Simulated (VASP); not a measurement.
# AlN (rocksalt type) (Fm-3m) in VASP: notebook

The runs below take AlN (rocksalt type) through density of states, with LDA.

All numbers are computed with VASP 6.6.1; they aren't measurements. Logs are shortened: lines on timing, memory, paths and dates and some standing lists are left out, and cuts for length are marked.

## (1) The cell of the first run

The structure is cubic, space group Fm-3m (No. 225). Conventional cell: a = 4.011 Å, b = 4.011 Å, c = 4.011 Å, α = 90.00°, β = 90.00°, γ = 90.00°. Al (site symmetry m-3m) has 6 N at 2.01 Å within 2.7 Å. N (site symmetry m-3m) has 6 Al at 2.01 Å within 2.7 Å.

## (2) Density of states, LDA

Contents of POSCAR:

```
AlN
1.0
    0.0000000000      2.0054689508      2.0054689508
    2.0054689508      0.0000000000      2.0054689508
    2.0054689508      2.0054689508      0.0000000000
Al N
1 1
Direct
    0.0000000000      0.0000000000      0.0000000000
    0.5000000000      0.5000000000      0.5000000000
```

Contents of INCAR.step1:

```
ALGO     = Normal         # electronic algorithm
EDIFF    = 1E-6           # SCF threshold, eV
ENCUT    = 520            # plane-wave cutoff, eV
ISIF     = 2              # what is computed and relaxed
ISMEAR   = -1             # smearing method
LASPH    = True           # aspherical terms in the spheres
LCHARG   = True           # write CHGCAR
LREAL    = False          # projectors in reciprocal space
LWAVE    = False          # write WAVECAR
NBANDS   = 11             # bands
NELM     = 80             # most SCF steps
PREC     = Accurate       # precision mode
SIGMA    = 0.1            # smearing width, eV
```

Contents of KPOINTS.step1:

```
k-points
0
Gamma
  15 15 15
```

Contents of INCAR.step2:

```
ALGO     = Normal         # electronic algorithm
EDIFF    = 1E-6           # SCF threshold, eV
ENCUT    = 520            # plane-wave cutoff, eV
ICHARG   = 11             # starting density
ISIF     = 2              # what is computed and relaxed
ISMEAR   = -5             # smearing method
LASPH    = True           # aspherical terms in the spheres
LCHARG   = False          # write CHGCAR
LORBIT   = 11             # projections on sites
LREAL    = False          # projectors in reciprocal space
LWAVE    = False          # write WAVECAR
NBANDS   = 11             # bands
NEDOS    = 2001           # points of the DOS
NELM     = 80             # most SCF steps
PREC     = Accurate       # precision mode
SIGMA    = 0.1            # smearing width, eV
```

Contents of KPOINTS.step2:

```
k-points
0
Gamma
  23 23 23
```

Potentials or basis: VASP PAW LDA potentials, release 64 (Al, N).

On the command line:

```
$ cat potpaw_LDA.64/Al/POTCAR potpaw_LDA.64/N/POTCAR > POTCAR
$ cp INCAR.step1 INCAR
$ cp KPOINTS.step1 KPOINTS
$ mpirun -np 1 vasp_std > vasp.out
$ cp INCAR.step2 INCAR
$ cp KPOINTS.step2 KPOINTS
$ mpirun -np 1 vasp_std > vasp.out
```

OUTCAR:

```text
EDIFF = 1E-6
   ENCUT = 520
   ICHARG = 11
   ISIF = 2
   ISMEAR = -5
   LASPH = True
   LORBIT = 11
   LREAL = False
   NELM = 80
   PREC = Accurate

 ion  position               nearest neighbor table
   1  0.000  0.000  0.000-   2 2.01   2 2.01   2 2.01   2 2.01   2 2.01   2 2.01
   2  0.500  0.500  0.500-   1 2.01   1 2.01   1 2.01   1 2.01   1 2.01   1 2.01

  LATTYP: Found a face centered cubic cell.
 ALAT       =     4.0109379016

  Lattice vectors:

 A1 = (   0.0000000000,   2.0054689508,   2.0054689508)
 A2 = (   2.0054689508,   0.0000000000,   2.0054689508)
 A3 = (   2.0054689508,   2.0054689508,   0.0000000000)

Analysis of symmetry for initial positions (statically):
=====================================================================
 Subroutine PRICEL returns:
 Original cell was already a primitive cell.

 Routine SETGRP: Setting up the symmetry group for a
 face centered cubic supercell.

 Subroutine GETGRP returns: Found 48 space group operations
 (whereof 48 operations were pure point group operations)
 out of a pool of 48 trial point group operations.

The static configuration has the point symmetry O_h .

Analysis of symmetry for dynamics (positions and initial velocities):
=====================================================================
 Subroutine PRICEL returns:
 Original cell was already a primitive cell.

 Routine SETGRP: Setting up the symmetry group for a
 face centered cubic supercell.

 Subroutine GETGRP returns: Found 48 space group operations
 (whereof 48 operations were pure point group operations)
 out of a pool of 48 trial point group operations.

The dynamic configuration has the point symmetry O_h .

 Subroutine INISYM returns: Found 48 space group operations
 (whereof 48 operations are pure point group operations),
 and found     1 'primitive' translations

----------------------------------------------------------------------------------------

                                     Primitive cell

  volume of cell :      16.1316

  direct lattice vectors                    reciprocal lattice vectors
     0.000000000  2.005468951  2.005468951    -0.249318245  0.249318245  0.249318245
     2.005468951  0.000000000  2.005468951     0.249318245 -0.249318245  0.249318245
     2.005468951  2.005468951  0.000000000     0.249318245  0.249318245 -0.249318245

  length of vectors
     2.836161389  2.836161389  2.836161389     0.431831868  0.431831868  0.431831868

  position of ions in fractional coordinates (direct lattice)
     0.000000000  0.000000000  0.000000000
     0.500000000  0.500000000  0.500000000

  ion indices of the primitive-cell ions
   primitive index   ion index
                 1           1
                 2           2

----------------------------------------------------------------------------------------

 KPOINTS: k-points

Automatic generation of k-mesh.
 Grid dimensions read from file:
 generate k-points for:   23   23   23

 Generating k-lattice:

  Cartesian coordinates                     Fractional coordinates (reciprocal lattice)
    -0.010839924  0.010839924  0.010839924     0.043478261  0.000000000  0.000000000
     0.010839924 -0.010839924  0.010839924     0.000000000  0.043478261  0.000000000
     0.010839924  0.010839924 -0.010839924     0.000000000  0.000000000  0.043478261

  Length of vectors
     0.018775299  0.018775299  0.018775299

  Shift w.r.t. Gamma in fractional coordinates (k-lattice)
     0.000000000  0.000000000  0.000000000

 TETIRR: Found   1662 inequivalent tetrahedra from    73002

 Subroutine IBZKPT returns following result:
 ===========================================

 Found    364 irreducible k-points:

 Following reciprocal coordinates:
            Coordinates               Weight
  0.000000  0.000000  0.000000      1.000000
  0.043478  0.000000  0.000000      8.000000
  0.086957  0.000000  0.000000      8.000000
  0.130435  0.000000  0.000000      8.000000
  0.173913  0.000000  0.000000      8.000000
  0.217391  0.000000  0.000000      8.000000
[... 16 lines left out ...]
  0.478261  0.043478  0.000000     24.000000
 -0.478261  0.043478  0.000000     24.000000
 [... further k-points ...]
   k-points           NKPTS =    364   k-points in BZ     NKDIM =    364   number of bands    NBANDS=     11
   number of dos      NEDOS =   2001   number of ions     NIONS =      2
   total plane-waves  NPLWV =  13824
   dimension x,y,z NGX =    24 NGY =   24 NGZ =   24
   dimension x,y,z NGXF=    48 NGYF=   48 NGZF=   48
   ions per type =               1   1
   NGX,Y,Z   is equivalent  to a cutoff of  14.07, 14.07, 14.07 a.u.
   NGXF,Y,Z  is equivalent  to a cutoff of  28.14, 28.14, 28.14 a.u.
 SYSTEM =  unknown system
   PREC   = accura    normal or accurate (medium, high low for compatibility)
   ISTART =      0    job   : 0-new  1-cont  2-samecut
   ICHARG =     11    charge: 1-file 2-atom 10-const
   ISPIN  =      1    spin polarized calculation?
   LNONCOLLINEAR =      F non collinear calculations
   LSORBIT =      F    spin-orbit coupling
   LASPH  =      T    aspherical Exc in radial PAW
   ENCUT  =  520.0 eV  38.22 Ry    6.18 a.u.   5.27  5.27  5.27*2*pi/ulx,y,z
   NELM   =     80;   NELMIN=  2; NELMDL=  0     # of ELM steps
   EDIFF  = 0.1E-05   stopping-criterion for ELM
   LREAL  =      F    real-space projection
[... 7 lines left out ...]
   TEBEG  =    0.0;   TEEND  =   0.0 temperature during run
   PSTRESS=    0.0 pullay stress
   NELECT =       8.0000    total number of electrons
   NUPDOWN=      -1.0000    fix difference up-down
   EMIN   =  10.00;   EMAX   =-10.00  energy-range for DOS
   EFERMI =   0.00;   METHOD = LEGACY
   ISMEAR =    -5;   SIGMA  =   0.10  broadening in eV -4-tet -1-fermi 0-gaus
   EFERMI_NEDOS =   21; number of points for ismear=-14 and -15
   IALGO  =     38    algorithm
   IMIX   =      4    mixing-type and parameters
     AMIX     =   0.40;   BMIX     =  1.00
     AMIX_MAG =   1.60;   BMIX_MAG =  1.00
  volume/ion in A,a.u.               =       8.07        54.43
  Fermi-wavevector in a.u.,A,eV,Ry     =   1.295823  2.448750 22.846307  1.679156
  Thomas-Fermi vector in A             =   2.427318
   LORBIT       =     11    0 simple, 1 ext, 2 COOP (PROOUT), +10 PAW based schemes
   GGA     = CA    functional components
   LHFCALC =     F    Hartree Fock is set to
   AEXX    =    0.0000 exact exchange contribution
   IVDW    =     0    specifies the selected vdW correction
   LEPSILON=     F    determine dielectric tensor
   LRPA    =     F    only Hartree local field effects (RPA)
 non-spin polarized calculation
 Fermi weights with tetrahedron method with Bloechl corrections
  energy-cutoff  :      520.00
  volume of cell :       16.13
 maximum number of plane-waves:       448
 NGX is ok and might be reduce to    24

 number of electron       8.0000000 magnetization

 Free energy of the ion-electron system (eV)
  ---------------------------------------------------
  ext. energy  EPLUGINS =         0.00000000
  ---------------------------------------------------
  free energy    TOTEN  =       -16.23064939 eV

  energy without entropy =      -16.23064939  energy(sigma->0) =      -16.23064939

 E-fermi :  10.0366     XC(G=0): -12.6870

 val. band max:       10.0274175292   @ k =   0.0000   0.0000   0.0000
 cond. band min:      14.7513878657   @ k =   0.4783   0.4783   0.0000
 fundamental gap:      4.7239703365
 Fermi energy:        10.0366422067

 k-point     1 :       0.0000    0.0000    0.0000
  band No.  band energies     occupation
      1      -7.6022      2.00000
      2      10.0274      2.00000
      3      10.0274      2.00000
      4      10.0274      2.00000
      5      16.1521      0.00000
      6      22.1245      0.00000
      7      22.1245      0.00000
      8      22.1245      0.00000
      9      27.4145      0.00000
     10      27.8356      0.00000
     11      27.8357      0.00000

 k-point     2 :       0.0435    0.0000    0.0000
  band No.  band energies     occupation
      1      -7.5620      2.00000
      2       9.8170      2.00000
      3      10.0020      2.00000
      4      10.0020      2.00000
      5      16.2868      0.00000
      6      21.8908      0.00000
      7      22.1904      0.00000
      8      22.1904      0.00000
      9      27.2639      0.00000
     10      27.2639      0.00000
     11      27.8006      0.00000

 k-point     3 :       0.0870    0.0000    0.0000
  band No.  band energies     occupation
      1      -7.4417      2.00000
      2       9.2449      2.00000
      3       9.9289      2.00000
      4       9.9289      2.00000
      5      16.6199      0.00000
      6      21.3936      0.00000
      7      22.3682      0.00000
      8      22.3682      0.00000
      9      26.4745      0.00000
     10      26.4745      0.00000
     11      28.3619      0.00000

 k-point     4 :       0.1304    0.0000    0.0000
  band No.  band energies     occupation
      1      -7.2431      2.00000
      2       8.4281      2.00000
      3       9.8170      2.00000
      4       9.8170      2.00000
      5      16.9911      0.00000
      6      20.9497      0.00000
      7      22.5863      0.00000
      8      22.5863      0.00000
      9      25.8598      0.00000
     10      25.8598      0.00000
     11      28.2462      0.00000
[... 239 lines left out ...]
 k-point    22 :       0.4348    0.0435    0.0000
  band No.  band energies     occupation
      1      -4.5245      2.00000
      2       2.1558      2.00000
      3       8.8513      2.00000
      4       8.8684      2.00000
      5      16.5545      0.00000
      6      20.8729      0.00000
      7      21.3369      0.00000
      8      23.1766      0.00000
      9      26.5486      0.00000
     10      29.3185      0.00000
     11      30.2820      0.00000

 k-point    23 :       0.4783    0.0435    0.0000
  band No.  band energies     occupation
      1      -4.2277      2.00000
      2       1.6924      2.00000
      3       8.7714      2.00000
      4       8.8529      2.00000
      5      16.4819      0.00000
      6      20.7829      0.00000
      7      21.1793      0.00000
      8      23.4304      0.00000
      9      26.4779      0.00000
     10      30.1284      0.00000
     11      30.7468      0.00000

 k-point    24 :      -0.4783    0.0435    0.0000
  band No.  band energies     occupation
      1      -4.1450      2.00000
      2       1.5678      2.00000
      3       8.7264      2.00000
      4       8.8734      2.00000
      5      16.4650      0.00000
      6      20.7882      0.00000
      7      21.1095      0.00000
      8      23.4954      0.00000
      9      26.4667      0.00000
     10      30.5758      0.00000
     11      30.6429      0.00000

 [... further k-points ...]
[... 5 lines left out ...]
  --------------------------------------------------------------------------------------
  -------------------------------------------------------------------------------------
  Total        0.0660528      0.0660528      0.0660528     -0.0000000      0.0000000     -0.0000000
  in kB        6.5603068      6.5603068      6.5603068     -0.0000000      0.0000000     -0.0000000
  external PRESSURE =       6.5603068 kB  Pullay stress =       0.0000000 kB

 VOLUME and BASIS-vectors are now :
 -----------------------------------------------------------------------------
  energy-cutoff  :      520.00
  volume of cell :       16.13
      direct lattice vectors                 reciprocal lattice vectors
     0.000000000  2.005468951  2.005468951    -0.249318245  0.249318245  0.249318245
     2.005468951  0.000000000  2.005468951     0.249318245 -0.249318245  0.249318245
     2.005468951  2.005468951  0.000000000     0.249318245  0.249318245 -0.249318245

 POSITION                                       TOTAL-FORCE (eV/Angst)
 -----------------------------------------------------------------------------------
      0.00000      0.00000      0.00000        -0.000000     -0.000000      0.000000
      2.00547      2.00547      2.00547         0.000000      0.000000     -0.000000
 -----------------------------------------------------------------------------------
    total drift:                               -0.000000     -0.000000      0.000000

  FREE ENERGIE OF THE ION-ELECTRON SYSTEM (eV)
  ---------------------------------------------------
  free  energy   TOTEN  =       -16.2306493868 eV

  energy  without entropy=      -16.2306493868  energy(sigma->0) =      -16.23064939

 total charge

# of ion       s       p       d       tot
------------------------------------------
    1        0.327   0.429   0.000   0.756
    2        1.207   2.647   0.000   3.853
--------------------------------------------------
tot          1.533   3.076   0.000   4.609
```

Run time: 26 s. Hardware: 1 thread of Intel Xeon Platinum 8488C (Sapphire Rapids), shared host; peak memory 0.17 GiB.

Results:

* Valence electrons inside the program's atomic spheres: Al 0.76; N 3.85

## (3) Density of states, LDA (volume scaled by 0.55)

Contents of POSCAR:

```
AlN
1.0
    0.0000000000      1.6431233689      1.6431233689
    1.6431233689      0.0000000000      1.6431233689
    1.6431233689      1.6431233689      0.0000000000
Al N
1 1
Direct
    0.0000000000      0.0000000000      0.0000000000
    0.5000000000      0.5000000000      0.5000000000
```

Contents of INCAR.step1:

```
SYSTEM = AlN
  ALGO = Normal
  EDIFF = 1E-6
  ENCUT = 520
  GGA = CA
  ISIF = 2
  ISMEAR = -1
  LASPH = .True.
  LCHARG = .True.
  LREAL = .False.
  LWAVE = .False.
  NBANDS = 11
  NELM = 80
  PREC = Accurate
  SIGMA = 0.1
```

Contents of KPOINTS.step1:

```
k-points
0
Gamma
  15 15 15
  0 0 0
```

Contents of INCAR.step2:

```
SYSTEM = AlN
  ALGO = Normal
  EDIFF = 1E-6
  ENCUT = 520
  GGA = CA
  ICHARG = 11
  ISIF = 2
  ISMEAR = -5
  LASPH = .True.
  LCHARG = .False.
  LORBIT = 11
  LREAL = .False.
  LWAVE = .False.
  NEDOS = 2001
  NELM = 80
  PREC = Accurate
  SIGMA = 0.1
```

Contents of KPOINTS.step2:

```
k-points
0
Gamma
  23 23 23
  0 0 0
```

Potentials or basis: VASP PAW LDA potentials, release 64 (Al, N).

On the command line:

```
$ cat potpaw_LDA.64/Al/POTCAR potpaw_LDA.64/N/POTCAR > POTCAR
$ cp INCAR.step1 INCAR
$ cp KPOINTS.step1 KPOINTS
$ mpirun -np 1 vasp_std > vasp.out
$ cp INCAR.step2 INCAR
$ cp KPOINTS.step2 KPOINTS
$ mpirun -np 1 vasp_std > vasp.out
```

Run time: 34 s. Hardware: 1 thread of AMD EPYC 7R43 (Zen 3), shared host; peak memory 0.1 GiB.

The run converged. Its results:

```
Valence electrons inside the program's atomic spheres : Al 1.46; N 4.60
```

Levels at points of the mesh, in eV from the valence-band top:
```csv
k point,band 1,band 2,band 3,band 4,band 5,band 6,band 7,band 8
"(0.00, 0.00, 0.00)",-24.39,0.00,0.00,0.00,13.54,13.54,13.54,18.02
```
